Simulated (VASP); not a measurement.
Input of a VASP 6.6.1 run:

File INCAR:

```
SYSTEM = PtS2
  PREC = Accurate
  ENCUT = 520
  EDIFF = 1E-6
  ISMEAR = 0
  SIGMA = 0.05
  LREAL = .FALSE.
  LASPH = .TRUE.
  NELM = 100
  ALGO = Normal
  ISIF = 2
  LWAVE = .FALSE.
  LCHARG = .FALSE.
  LDIPOL = .TRUE.
  IDIPOL = 3
  DIPOL = 0.5 0.5 0.396
  GGA = PE
  IVDW = 12
  NBANDS = 31
```

The input KPOINTS:

```
Automatic mesh
0
G
  9 9 1
  0 0 0
```

File POSCAR:

```
PtS2
1.0
    3.5415277692      0.0000000000      0.0000000000
   -1.7707638846      3.0670530163      0.0000000000
    0.0000000000      0.0000000000     22.4670602589
S Pt
4 2
Direct
    0.6666666667      0.3333333333      0.2002932270
    0.3333333333      0.6666666667      0.3108341745
    0.3333333333      0.8333333333      0.4817510615
    0.0000000000      1.1666666667      0.5922920091
    0.0000000000      0.0000000000      0.2555637007
   -0.3333333333      0.5000000000      0.5370215353
```

Potentials or basis: VASP PAW PBE potentials, release 64 (S, Pt).

Launch:

```console
$ cat potpaw_PBE.64/S/POTCAR potpaw_PBE.64/Pt/POTCAR > POTCAR
$ mpirun -np 1 vasp_std > vasp.out
```

**Question.** What does it give for the dispersion energy per atom?

**Answer.** -0.305 eV.

**Question.** Predict the band gap on the k mesh.

**Answer.** 1.57 eV (least direct gap 1.66 eV).

**Question.** Predict the largest force.

**Answer.** 0.044 eV/Å.

Forces on the atoms (eV/Å):
```
S    0.002 -0.004  0.044
S    0.004 -0.009  0.001
S   -0.004  0.009 -0.001
S   -0.002  0.004 -0.044
Pt  -0.002  0.006  0.041
Pt   0.002 -0.006 -0.041
```

Caveat: the cell differs from its parent crystal (layers slid over each other); spin-orbit coupling is left out, which moves the levels of the heavy elements.
